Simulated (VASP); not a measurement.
# Cd (Fm-3m) in VASP: notebook

The runs below take Cd through single point, with PBE.

Program: VASP 6.6.1. These are calculated values, not measurements. Logs are shortened: lines on timing, memory, paths and dates and some standing lists are left out, and cuts for length are marked.

## Step 1: The cell of the first run

The structure is cubic, space group Fm-3m (No. 225). Conventional cell: a = 4.501 Å, b = 4.501 Å, c = 4.501 Å, α = 90.00°, β = 90.00°, γ = 90.00°. Within 4.2 Å of Cd (site symmetry m-3m) lie 12 Cd at 3.18 Å.

## Step 2: Single point, PBE

Contents of INCAR:

```
  ALGO = Normal
  EDIFF = 1E-6
  ENCUT = 540
  GGA = PE
  GGA_COMPAT = F
  ISIF = 2
  ISMEAR = -1
  LASPH = T
  LCHARG = F
  LREAL = F
  LWAVE = F
  NBANDS = 16
  NELM = 120
  PREC = Accurate
  SIGMA = 0.15
```

Contents of KPOINTS:

```
k-points
0
Gamma
  4 4 4
```

Contents of POSCAR:

```
Cd
1.0
    0.0000000000      2.2506000000      2.2506000000
    2.2506000000      0.0000000000      2.2506000000
    2.2506000000      2.2506000000      0.0000000000
Cd
1
Direct
    0.0000000000      0.0000000000      0.0000000000
```

Potentials or basis: VASP PAW PBE potentials, release 64 (Cd_sv_GW).

On the command line:

```
$ cat potpaw_PBE.64/Cd_sv_GW/POTCAR > POTCAR
$ mpirun -np 1 vasp_std > vasp.out
```

OUTCAR:

```text
EDIFF = 1E-6
   ENCUT = 540
   GGA = PE
   ISIF = 2
   ISMEAR = -1
   LASPH = T
   LREAL = F
   NELM = 120
   PREC = Accurate

 ion  position               nearest neighbor table
   1  0.000  0.000  0.000-

  LATTYP: Found a face centered cubic cell.
 ALAT       =     4.5012000000

  Lattice vectors:

 A1 = (   0.0000000000,   2.2506000000,   2.2506000000)
 A2 = (   2.2506000000,   0.0000000000,   2.2506000000)
 A3 = (   2.2506000000,   2.2506000000,   0.0000000000)

Analysis of symmetry for initial positions (statically):
=====================================================================
 Subroutine PRICEL returns:
 Original cell was already a primitive cell.

 Routine SETGRP: Setting up the symmetry group for a
 face centered cubic supercell.

 Subroutine GETGRP returns: Found 48 space group operations
 (whereof 48 operations were pure point group operations)
 out of a pool of 48 trial point group operations.

The static configuration has the point symmetry O_h .

Analysis of symmetry for dynamics (positions and initial velocities):
=====================================================================
 Subroutine PRICEL returns:
 Original cell was already a primitive cell.

 Routine SETGRP: Setting up the symmetry group for a
 face centered cubic supercell.

 Subroutine GETGRP returns: Found 48 space group operations
 (whereof 48 operations were pure point group operations)
 out of a pool of 48 trial point group operations.

The dynamic configuration has the point symmetry O_h .

 Subroutine INISYM returns: Found 48 space group operations
 (whereof 48 operations are pure point group operations),
 and found     1 'primitive' translations

----------------------------------------------------------------------------------------

                                     Primitive cell

  volume of cell :      22.7995

  direct lattice vectors                    reciprocal lattice vectors
     0.000000000  2.250600000  2.250600000    -0.222162979  0.222162979  0.222162979
     2.250600000  0.000000000  2.250600000     0.222162979 -0.222162979  0.222162979
     2.250600000  2.250600000  0.000000000     0.222162979  0.222162979 -0.222162979

  length of vectors
     3.182829043  3.182829043  3.182829043     0.384797567  0.384797567  0.384797567

  position of ions in fractional coordinates (direct lattice)
     0.000000000  0.000000000  0.000000000

  ion indices of the primitive-cell ions
   primitive index   ion index
                 1           1

----------------------------------------------------------------------------------------

 KPOINTS: k-points

Automatic generation of k-mesh.
 Grid dimensions read from file:
 generate k-points for:    4    4    4

 Generating k-lattice:

  Cartesian coordinates                     Fractional coordinates (reciprocal lattice)
    -0.055540745  0.055540745  0.055540745     0.250000000  0.000000000  0.000000000
     0.055540745 -0.055540745  0.055540745     0.000000000  0.250000000  0.000000000
     0.055540745  0.055540745 -0.055540745     0.000000000  0.000000000  0.250000000

  Length of vectors
     0.096199392  0.096199392  0.096199392

  Shift w.r.t. Gamma in fractional coordinates (k-lattice)
     0.000000000  0.000000000  0.000000000

 Subroutine IBZKPT returns following result:
 ===========================================

 Found      8 irreducible k-points:

 Following reciprocal coordinates:
            Coordinates               Weight
  0.000000  0.000000  0.000000      1.000000
  0.250000  0.000000  0.000000      8.000000
  0.500000  0.000000  0.000000      4.000000
  0.250000  0.250000  0.000000      6.000000
  0.500000  0.250000  0.000000     24.000000
 -0.250000  0.250000  0.000000     12.000000
  0.500000  0.500000  0.000000      3.000000
 -0.250000  0.500000  0.250000      6.000000
   k-points           NKPTS =      8   k-points in BZ     NKDIM =      8   number of bands    NBANDS=     16
   number of dos      NEDOS =    301   number of ions     NIONS =      1
   total plane-waves  NPLWV =  13824
   dimension x,y,z NGX =    24 NGY =   24 NGZ =   24
   dimension x,y,z NGXF=    48 NGYF=   48 NGZF=   48
   ions per type =               1
   NGX,Y,Z   is equivalent  to a cutoff of  12.54, 12.54, 12.54 a.u.
   NGXF,Y,Z  is equivalent  to a cutoff of  25.07, 25.07, 25.07 a.u.
 SYSTEM =  unknown system
   PREC   = accura    normal or accurate (medium, high low for compatibility)
   ISTART =      0    job   : 0-new  1-cont  2-samecut
   ICHARG =      2    charge: 1-file 2-atom 10-const
   ISPIN  =      1    spin polarized calculation?
   LNONCOLLINEAR =      F non collinear calculations
   LSORBIT =      F    spin-orbit coupling
   LASPH  =      T    aspherical Exc in radial PAW
   ENCUT  =  540.0 eV  39.69 Ry    6.30 a.u.   6.03  6.03  6.03*2*pi/ulx,y,z
   NELM   =    120;   NELMIN=  2; NELMDL= -5     # of ELM steps
   EDIFF  = 0.1E-05   stopping-criterion for ELM
   LREAL  =      F    real-space projection
   EDIFFG = 0.1E-04   stopping-criterion for IOM
   NSW    =      0    number of steps for IOM
   IBRION =     -1    ionic relax: 0-MD 1-quasi-New 2-CG
   NFREE  =      0    steps in history (QN), initial steepest desc. (CG)
   ISIF   =      2    stress and relaxation
   ISYM   =      2    0-nonsym 1-usesym 2-fastsym
   POTIM  = 0.5000    time-step for ionic-motion
   TEBEG  =    0.0;   TEEND  =   0.0 temperature during run
   PSTRESS=    0.0 pullay stress
   NELECT =      20.0000    total number of electrons
   NUPDOWN=      -1.0000    fix difference up-down
   EMIN   =  10.00;   EMAX   =-10.00  energy-range for DOS
   EFERMI =   0.00;   METHOD = LEGACY
   ISMEAR =    -1;   SIGMA  =   0.15  broadening in eV -4-tet -1-fermi 0-gaus
   EFERMI_NEDOS =   21; number of points for ismear=-14 and -15
   IALGO  =     38    algorithm
   IMIX   =      4    mixing-type and parameters
     AMIX     =   0.40;   BMIX     =  1.00
     AMIX_MAG =   1.60;   BMIX_MAG =  1.00
  volume/ion in A,a.u.               =      22.80       153.86
  Fermi-wavevector in a.u.,A,eV,Ry     =   1.567147  2.961479 33.415242  2.455951
  Thomas-Fermi vector in A             =   2.669370
   LORBIT       =      0    0 simple, 1 ext, 2 COOP (PROOUT), +10 PAW based schemes
   GGA     = PE    functional components
   LHFCALC =     F    Hartree Fock is set to
   AEXX    =    0.0000 exact exchange contribution
   IVDW    =     0    specifies the selected vdW correction
   LEPSILON=     F    determine dielectric tensor
   LRPA    =     F    only Hartree local field effects (RPA)
 non-spin polarized calculation
  energy-cutoff  :      540.00
  volume of cell :       22.80
 maximum number of plane-waves:       656
   NGX = 13   NGY = 13   NGZ = 13

 number of electron      20.0000014 magnetization

 Free energy of the ion-electron system (eV)
  ---------------------------------------------------
  ext. energy  EPLUGINS =         0.00000000
  ---------------------------------------------------
  free energy    TOTEN  =        -0.97971799 eV

  energy without entropy =       -0.95646685  energy(sigma->0) =       -0.96809242

 E-fermi :   7.1131     XC(G=0): -11.0044

 val. band max:        5.1980257864   @ k =   0.5000   0.5000   0.0000
 cond. band min:       7.1241780496   @ k =   0.5000   0.5000   0.0000
 fundamental gap:      1.9261522631
 Fermi energy:         7.1131188400

 k-point     1 :       0.0000    0.0000    0.0000
  band No.  band energies     occupation
      1     -97.0141      2.00000
      2     -58.0464      2.00000
      3     -58.0464      2.00000
      4     -58.0464      2.00000
      5      -3.1145      2.00000
      6      -3.1145      2.00000
[... 8 lines left out ...]
     15      23.6973      0.00000
     16      23.6973      0.00000

 k-point     2 :       0.2500    0.0000    0.0000
  band No.  band energies     occupation
      1     -97.0130      2.00000
      2     -58.0604      2.00000
      3     -58.0486      2.00000
      4     -58.0486      2.00000
      5      -3.3214      2.00000
      6      -3.0238      2.00000
[... 8 lines left out ...]
     15      23.1736      0.00000
     16      23.3379      0.00000

 k-point     3 :       0.5000    0.0000    0.0000
  band No.  band energies     occupation
      1     -97.0119      2.00000
      2     -58.0749      2.00000
      3     -58.0501      2.00000
      4     -58.0501      2.00000
      5      -3.5506      2.00000
      6      -3.1083      2.00000
[... 8 lines left out ...]
     15      21.8673      0.00000
     16      21.8673      0.00000

 k-point     4 :       0.2500    0.2500    0.0000
  band No.  band energies     occupation
      1     -97.0127      2.00000
      2     -58.0602      2.00000
      3     -58.0524      2.00000
      4     -58.0524      2.00000
      5      -3.4103      2.00000
      6      -3.1530      2.00000
[... 8 lines left out ...]
     15      17.5052      0.00000
     16      27.8814      0.00000

 k-point     5 :       0.5000    0.2500    0.0000
  band No.  band energies     occupation
      1     -97.0117      2.00000
      2     -58.0709      2.00000
      3     -58.0588      2.00000
      4     -58.0545      2.00000
      5      -3.4626      2.00000
      6      -3.1968      2.00000
[... 8 lines left out ...]
     15      23.3540      0.00000
     16      26.3544      0.00000

 k-point     6 :      -0.2500    0.2500    0.0000
  band No.  band energies     occupation
      1     -97.0121      2.00000
      2     -58.0673      2.00000
      3     -58.0596      2.00000
      4     -58.0511      2.00000
      5      -3.2151      2.00000
      6      -3.1380      2.00000
[... 8 lines left out ...]
     15      23.8326      0.00000
     16      25.1397      0.00000

 k-point     7 :       0.5000    0.5000    0.0000
  band No.  band energies     occupation
      1     -97.0113      2.00000
      2     -58.0738      2.00000
      3     -58.0573      2.00000
      4     -58.0573      2.00000
      5      -3.6934      2.00000
      6      -3.6201      2.00000
[... 8 lines left out ...]
     15      16.6474      0.00000
     16      29.9767      0.00000

 k-point     8 :      -0.2500    0.5000    0.2500
  band No.  band energies     occupation
      1     -97.0113      2.00000
      2     -58.0659      2.00000
      3     -58.0659      2.00000
      4     -58.0578      2.00000
      5      -3.3136      2.00000
      6      -3.1032      2.00000
[... 8 lines left out ...]
     15      23.0479      0.00000
     16      23.2535      0.00000

------------------------ aborting loop because EDIFF is reached ----------------------------------------

  FORCE on cell =-STRESS in cart. coord.  units (eV):
  Direction    XX          YY          ZZ          XY          YZ          ZX
  --------------------------------------------------------------------------------------
  -------------------------------------------------------------------------------------
  Total       -0.3977576     -0.3977576     -0.3977576      0.0000000      0.0000000     -0.0000000
  in kB      -27.9514345    -27.9514345    -27.9514345      0.0000000      0.0000000     -0.0000000
  external PRESSURE =     -27.9514345 kB  Pullay stress =       0.0000000 kB

 VOLUME and BASIS-vectors are now :
 -----------------------------------------------------------------------------
  energy-cutoff  :      540.00
  volume of cell :       22.80
      direct lattice vectors                 reciprocal lattice vectors
     0.000000000  2.250600000  2.250600000    -0.222162979  0.222162979  0.222162979
     2.250600000  0.000000000  2.250600000     0.222162979 -0.222162979  0.222162979
     2.250600000  2.250600000  0.000000000     0.222162979  0.222162979 -0.222162979

 POSITION                                       TOTAL-FORCE (eV/Angst)
 -----------------------------------------------------------------------------------
      0.00000      0.00000      0.00000         0.000000      0.000000     -0.000000
 -----------------------------------------------------------------------------------
    total drift:                                0.000000      0.000000      0.000000

  FREE ENERGIE OF THE ION-ELECTRON SYSTEM (eV)
  ---------------------------------------------------
  free  energy   TOTEN  =        -0.9797179914 eV

  energy  without entropy=       -0.9564668533  energy(sigma->0) =       -0.96809242
```

It used 6.2 s of CPU time on 1 thread of AMD EPYC 7R13 Processor (Zen 3), with other jobs on the host.

Results:

```
Free energy            : -0.9797 eV
Pressure               : -2.8 GPa
Band gap on the k mesh : zero (band 10 reaches 7.74 eV, above the bottom of band 11 at 4.51 eV)
```

Caveat: the k points lie up to 0.60 Å⁻¹ apart.

(Continued in part 2 of 2.)
